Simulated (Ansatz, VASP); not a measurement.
# One calculation of N, two programs

The input INCAR:

```
SYSTEM = N
  PREC = Accurate
  ENCUT = 520
  EDIFF = 1E-7
  ISMEAR = 0
  SIGMA = 0.1
  LREAL = .FALSE.
  LASPH = .TRUE.
  NELM = 80
  ALGO = Normal
  ISIF = 2
  LWAVE = .FALSE.
  LCHARG = .FALSE.
  GGA = PE
  NBANDS = 8
```

KPOINTS

```
Automatic mesh
0
G
  22 22 22
  0 0 0
```

File POSCAR:

```
N
1.0
    0.0000000000      1.5710248094      1.5710248094
    1.5710248094      0.0000000000      1.5710248094
    1.5710248094      1.5710248094      0.0000000000
N
1
Direct
    0.0000000000      0.0000000000      0.0000000000
```

Input for Ansatz:

```yaml
crystal:
  lattice:
    - [0.0, 1.5710248094, 1.5710248094]
    - [1.5710248094, 0.0, 1.5710248094]
    - [1.5710248094, 1.5710248094, 0.0]
  atoms:
    - { symbol: "N", position: [0.0, 0.0, 0.0] }
basis:
  ecutwfc: 420
kpoints:
  mp_grid: { grid: [22, 22, 22] }
hamiltonian:
  xc: pbe
scf:
  occupations: { method: gaussian, width: 0.1 }
output:
  forces: true
  stress: true
  eigenvalues: true
```

Alike in both runs: task single point; functional PBE; k mesh 22 × 22 × 22; occupations gaussian, width 0.1 eV; no spin polarisation.

```csv
,VASP,Ansatz
version,VASP 6.6.1,Ansatz 0.2.0
potentials or method,"VASP PAW PBE potentials, release 64 (N), cutoff 520 eV","scalar-relativistic, plane waves, PAW"
valence electrons in the cell,5,5
```

```csv
,VASP,Ansatz,Ansatz less VASP
gap on the k mesh at the Fermi level (eV),none,none,-
pressure (GPa),-3.7,-3.5,+0.20
```

A gap of «none» marks a metal or a gap that the smearing closes.
